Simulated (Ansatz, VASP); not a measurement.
## One calculation of K, two programs

```
CELL_PARAMETERS angstrom
0.00000 2.64171 2.64171
2.64171 0.00000 2.64171
2.64171 2.64171 0.00000
ATOMIC_POSITIONS crystal
K 0.00000 0.00000 0.00000
```

Change from the starting cell: volume scaled by 0.5, norm-conserving files.

Alike in both runs: task single point; functional PBE; k mesh 10 × 10 × 10; occupations fermi-dirac, width 0.1 eV; no spin polarisation.

|  | VASP | Ansatz |
| --- | --- | --- |
| version | VASP 6.6.1 | Ansatz 0.2.0 |
| potentials or method | VASP PAW PBE potentials, release 64 (K_sv) | norm-conserving pseudopotentials, scalar-relativistic |
| plane-wave cutoff (eV) | 520 | 850 |
| valence electrons in the cell | 9 | 9 |

```csv
,VASP,Ansatz,Ansatz less VASP
pressure (GPa),8.9,8.9,+0.01
```

With one functional, cell and mesh, what is left measures potentials, basis and numerics.
